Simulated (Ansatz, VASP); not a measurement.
Two plane-wave programs on Rb

```
Rb
1.0
    -2.86772    2.86772    2.86772
     2.86772   -2.86772    2.86772
     2.86772    2.86772   -2.86772
Rb
1
Direct
  0.00000 0.00000 0.00000
```

Alike in both runs: task single point; functional r2SCAN; k mesh 8 × 8 × 8; occupations fermi-dirac, width 0.01 eV; no spin polarisation.

|  | VASP | Ansatz |
| --- | --- | --- |
| version | VASP 6.6.1 | Ansatz 0.2.0 |
| potentials or method | VASP PAW PBE potentials, release 64 (Rb_sv), cutoff 520 eV | plane waves (500 eV) with PAW, scalar-relativistic |
| valence electrons in the cell | 9 | 9 |

```tsv
	VASP	Ansatz	Ansatz less VASP
pressure (GPa)	0.0	0.0	-0.01
```

VASP's potentials were made for PBE, not for r2SCAN. The functional is the same, so the differences come from potentials, cutoffs and numerics.
